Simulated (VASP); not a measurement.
## Fe: single point with r2SCAN

The system is Fe.

```
Fe
1.0
    -1.43455    1.43455    1.43455
     1.43455   -1.43455    1.43455
     1.43455    1.43455   -1.43455
Fe
1
Direct
  0.00000 0.00000 0.00000
```

```
Program             : VASP 6.6.1
Task                : single point
Functional          : r2SCAN
Potentials or basis : VASP PAW PBE potentials, release 64 (Fe)
Cutoff              : 520 eV
k mesh              : 7 × 7 × 7
Occupations         : fermi-dirac, width 0.05 eV
Spin                : collinear spin, ferromagnetic start
Starting moments    : [2.804] μB
```

| Item | Value |
| --- | --- |
| Pressure | -4.8 GPa |
| Net moment | 2.53 μB per cell |
| Site moments | Fe +2.60 μB |
| Valence electrons inside the program's atomic spheres | Fe 7.19 |

Levels at points of the mesh, in eV from the Fermi level:
Spin up:
| k point | band 1 | band 2 | band 3 | band 4 | band 5 | band 6 | band 7 | band 8 | band 9 | band 10 |
| --- | --- | --- | --- | --- | --- | --- | --- | --- | --- | --- |
| (0.00, 0.00, 0.00) | -8.35 | -2.89 | -2.89 | -2.89 | -1.75 | -1.75 | 25.74 | 25.74 | 25.74 | 30.54 |
Spin down:
| k point | band 1 | band 2 | band 3 | band 4 | band 5 | band 6 |
| --- | --- | --- | --- | --- | --- | --- |
| (0.00, 0.00, 0.00) | -9.00 | 0.33 | 0.33 | 0.33 | 2.61 | 2.61 |

Run time: 20 s on 1 thread of Intel(R) Xeon(R) 6975P-C (Granite Rapids) (shared host), peak memory 0.12 GiB.

Caveat: the k points lie up to 0.44 Å⁻¹ apart; the PAW data sets were made with another functional, which shifts forces and pressure a little.
